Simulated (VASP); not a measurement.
HgPt, 2 atoms in the cell. It takes space group P4/mmm (No. 123, tetragonal). Conventional cell: a = 2.849 Å, b = 2.849 Å, c = 3.720 Å, α = 90.00°, β = 90.00°, γ = 90.00°. Within 3.8 Å of Hg (site symmetry 4/mmm) lie 8 Pt at 2.74 Å and 6 Hg at 2.85 to 3.72 Å. Within 3.8 Å of Pt (site symmetry 4/mmm) lie 8 Hg at 2.74 Å and 6 Pt at 2.85 to 3.72 Å. 

| Property | Result |
| --- | --- |
| Program | VASP 6.6.1 |
| Task | relaxation of shape and atoms at fixed volume |
| Functional | PBEsol |
| Potentials or basis | VASP PAW PBE potentials, release 64 (Hg, Pt) |
| Cutoff | 600 eV |
| k mesh | 14 × 14 × 12 |
| Occupations | gaussian, width 0.1 eV |
| Spin | no spin polarisation |
| Dipole correction | no |
| Further INCAR settings | ALGO = Fast; EDIFF = 1e-06; IBRION = 2; EDIFFG = -0.01; NSW = 50; ISIF = 4 |

Potentials or basis: VASP PAW PBE potentials, release 64 (Hg, Pt).

The run is started by

```console
$ cat potpaw_PBE.64/Hg/POTCAR potpaw_PBE.64/Pt/POTCAR > POTCAR
$ mpirun -np 1 vasp_std > vasp.out
```

Hardware: 1 thread of Intel Xeon 8259CL (shared host).

Question: Estimate the wall time of this run.

Answer: Run time: 3.6 min on 1 thread of Intel Xeon 8259CL, with other jobs on the host, peak memory 0.28 GiB. Counts: scf iterations 21, k points 252, ion steps 3.
